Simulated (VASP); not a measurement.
# SrTiO3: relaxation of shape and atoms at fixed volume with PBE

Crystal: SrTiO3.

```xyz
10
Lattice="-2.7497 2.7497 3.9066 2.7497 -2.7497 3.9066 2.7497 2.7497 -3.9066" Properties=species:S:1:pos:R:3 pbc="T T T"
Sr    0.0000    2.7497    1.9533
Sr    2.7497    0.0000    1.9533
Ti    0.0000    0.0000    0.0000
Ti    0.0000    0.0000    3.9066
O     0.0000    0.0000    1.9533
O     0.0000    0.0000    5.8599
O     1.2549    4.0046    0.0000
O     1.4947    1.2549    0.0000
O     1.4947   -1.2549    3.9066
O     1.2549    1.4947    3.9066
```

| Quantity | Value |
| --- | --- |
| Program | VASP 6.6.1 |
| Task | relaxation of shape and atoms at fixed volume |
| Functional | PBE |
| Potentials or basis | VASP PAW PBE potentials, release 64 (Sr_sv, Ti_sv, O) |
| Cutoff | 600 eV |
| k mesh | 8 × 8 × 8 |
| Occupations | gaussian, width 0.02 eV |
| Spin | no spin polarisation |
| Dipole correction | no |
| Further INCAR settings | ALGO = Normal; EDIFF = 1e-06; IBRION = 2; EDIFFG = -0.01; NSW = 50; ISIF = 4 |

```yaml
Energy_gained_by_relaxing: 0.1 meV/atom
Ionic_steps: 7
Pressure_after_relaxing: 6.0 GPa
Largest_force_after_relaxing: 0.006 eV/Å
Band_gap_on_the_k_mesh: 1.97 eV (least direct gap 1.98 eV)
```

Forces on the atoms (eV/Å):
```
Sr   0.000  0.000  0.000
Sr   0.000  0.000  0.000
Ti   0.000  0.000  0.000
Ti   0.000  0.000  0.000
O    0.000  0.000  0.000
O    0.000  0.000  0.000
O   -0.004 -0.004  0.000
O    0.004 -0.004  0.000
O    0.004  0.004  0.000
O   -0.004  0.004  0.000
```

The path:
| step | energy change (eV) | largest force (eV/Å) | pressure (GPa) | volume (Å³) |
| --- | --- | --- | --- | --- |
| 1 | 0.0000 | 0.0138 | 6.01 | 118.14 |
| 2 | -0.0001 | 0.0140 | 6.03 | 118.14 |
| 3 | -0.0001 | 0.0149 | 6.02 | 118.14 |
| 4 | -0.0001 | 0.0144 | 6.02 | 118.14 |
| 5 | -0.0002 | 0.0132 | 6.02 | 118.14 |
| 6 | -0.0004 | 0.0110 | 6.01 | 118.14 |
| 7 | -0.0006 | 0.0063 | 5.98 | 118.14 |

Final structure:
```xyz
10
Lattice="-2.7481 2.7481 3.9110 2.7481 -2.7481 3.9110 2.7481 2.7481 -3.9110" Properties=species:S:1:pos:R:3 pbc="T T T"
Sr    0.0000    2.7481    1.9555
Sr    2.7481    0.0000    1.9555
Ti    0.0000    0.0000    0.0000
Ti    0.0000    0.0000    3.9110
O     0.0000    0.0000    1.9555
O     0.0000    0.0000    5.8665
O     1.2439    3.9920    0.0000
O     1.5043    1.2439    0.0000
O     1.5043   -1.2439    3.9110
O     1.2439    1.5043    3.9110
```

Levels at points of the mesh, in eV from the valence-band top:
```
           k point  band 36  band 37  band 38  band 39  band 40  band 41  band 42  band 43  band 44  band 45
(0.00, 0.00, 0.00)    -0.28    -0.28    -0.13    -0.01    -0.01     1.97     1.97     1.99     4.15     4.41
(0.50, 0.00, 0.00)    -0.95    -0.75    -0.75    -0.57    -0.57     3.42     3.42     3.46     3.46     3.51
(0.50, 0.50, 0.00)    -1.49    -1.39    -0.67    -0.66    -0.05     2.11     3.78     3.81     3.82     3.85
(0.50, 0.50, 0.50)    -1.46    -1.46    -0.61    -0.61    -0.07     2.14     3.74     3.74     3.95     3.95
```

Wall time 57 min on 1 thread of Oxide Virtual Turin-like Processor, with other jobs on the host, peak memory 0.54 GiB.

A k mesh can miss the band edges.
